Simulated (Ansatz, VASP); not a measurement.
# Two plane-wave programs on Si2Sn

```
Si Sn
1.0
     3.84561    0.00000    0.00000
    -1.92281    3.33040    0.00000
     0.00000    0.00000    4.86162
Si Sn
2 1
Direct
  0.33333 0.66667 0.40215
  0.66667 0.33333 0.59785
  0.00000 0.00000 0.00000
```

Alike in both runs: functional PBE; k mesh 6 × 6 × 4; occupations gaussian, width 0.2 eV; no spin polarisation.

Ansatz relaxed the structure, and its values are those at the end. VASP's run is a single point on that final structure, the one shown.

|  | VASP | Ansatz |
| --- | --- | --- |
| version | VASP 6.6.1 | Ansatz 0.2.0 |
| potentials or method | VASP PAW PBE potentials, release 64 (Si, Sn_d), cutoff 500 eV | scalar-relativistic, plane waves, PAW |
| valence electrons in the cell | 22 | 22 |

```csv
,VASP,Ansatz,Ansatz less VASP
gap on the k mesh at the Fermi level (eV),none,none,-
pressure (GPa),-0.3,-0.2,+0.09
rms of the force components (eV/Å),0.025,0.028,+0.0030
```

A gap of «none» marks a metal or a gap that the smearing closes.
